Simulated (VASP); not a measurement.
Input of a VASP 6.6.1 run:

The input INCAR:

```
SYSTEM = Ni
ALGO = Normal
EDIFF = 1E-6
ENCUT = 600
GGA = CA
GGA_COMPAT = .FALSE.
ISIF = 2
ISMEAR = -1
ISPIN = 2
LASPH = .TRUE.
LCHARG = .FALSE.
LMAXMIX = 4
LORBIT = 11
LREAL = .FALSE.
LWAVE = .FALSE.
MAGMOM = 2
NBANDS = 15
NELM = 200
PREC = Accurate
SIGMA = 0.15
```

The input KPOINTS:

```
k-points
0
G
  14 14 14
  0 0 0
```

POSCAR

```
Ni
1.0
   -1.4369915877      1.4369915877      1.4369915877
    1.4369915877     -1.4369915877      1.4369915877
    1.4369915877      1.4369915877     -1.4369915877
Ni
1
Direct
    0.0000000000      0.0000000000      0.0000000000
```

Potentials or basis: VASP PAW LDA potentials, release 64 (Ni).

The run is started by

```bash
$ cat potpaw_LDA.64/Ni/POTCAR > POTCAR
$ mpirun -np 1 vasp_std > vasp.out
```

**Question.** Predict the pressure.

**Answer.** -26.0 GPa.

**Question.** Predict the net moment.

**Answer.** 0.42 μB per cell.

**Question.** Predict the site moments.

**Answer.** Ni +0.42 μB.

Caveat: the cell stands under tension.
